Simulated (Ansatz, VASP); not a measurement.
Ir: VASP beside Ansatz

The input INCAR:

```
SYSTEM = Ir
  PREC = Accurate
  ENCUT = 600
  EDIFF = 1E-6
  ISMEAR = 0
  SIGMA = 0.1
  LREAL = .FALSE.
  LASPH = .TRUE.
  NELM = 80
  ALGO = Normal
  ISIF = 3
  LWAVE = .FALSE.
  LCHARG = .FALSE.
  IBRION = 2
  NSW = 100
  EDIFFG = -0.002
```

The input KPOINTS:

```
Automatic mesh
0
G
  26 26 26
  0 0 0
```

File POSCAR:

```
Ir
1.0
    0.0000000000      1.9078981114      1.9078981114
    1.9078981114      0.0000000000      1.9078981114
    1.9078981114      1.9078981114      0.0000000000
Ir
1
Direct
    0.0000000000      0.0000000000      0.0000000000
```

Input for Ansatz:

```yaml
crystal:
  lattice:
    - [0.0, 1.9078981114, 1.9078981114]
    - [1.9078981114, 0.0, 1.9078981114]
    - [1.9078981114, 1.9078981114, 0.0]
  atoms:
    - { symbol: Ir, position: [0.0, 0.0, 0.0] }
basis:
  ecutwfc: 420
kpoints:
  mp_grid: { grid: [26, 26, 26] }
hamiltonian:
  xc: lda
  pseudopotentials: { kind: paw, azcp: { folder: soft_1 } }
scf:
  occupations: { method: gaussian, width: 0.1 }
output:
  forces: true
  stress: true
  eigenvalues: true
relax:
  adjacent_minimum: "off"
  f_tol: 0.002
  max_steps: 80
  cell: { stress_tol: 0.02 }
```

Alike in both runs: task relaxation of cell and atoms; functional LDA; k mesh 26 × 26 × 26; occupations gaussian, width 0.1 eV; no spin polarisation.

|  | VASP | Ansatz |
| --- | --- | --- |
| version | VASP 6.6.1 | Ansatz 0.2.0 |
| potentials or method | VASP PAW LDA potentials, release 64 (Ir), cutoff 600 eV | scalar-relativistic, plane waves, PAW |
| valence electrons in the cell | 9 | 17 |

|  | VASP | Ansatz | Ansatz less VASP |
| --- | --- | --- | --- |
| gap on the k mesh at the Fermi level, each at its own relaxed structure (eV) | none | none | - |
| relaxed volume (Å³/atom) | 13.93 | 13.84 | -0.090 |
| relaxed length of the cell vector where the two differ most in proportion (Å) | 2.701 | 2.695 | -0.0059 |

Ansatz warns that its potentials were made for another functional, while VASP's fit it. LDA's correlation is that of Perdew and Zunger in VASP and of Perdew and Wang (1992) in Ansatz. A gap of «none» marks a metal or a gap that the smearing closes. VASP's potentials hold 9 valence electrons a cell and Ansatz's 17, so a difference there can come from the potentials and not from the codes.

Neither program's run includes spin-orbit coupling.
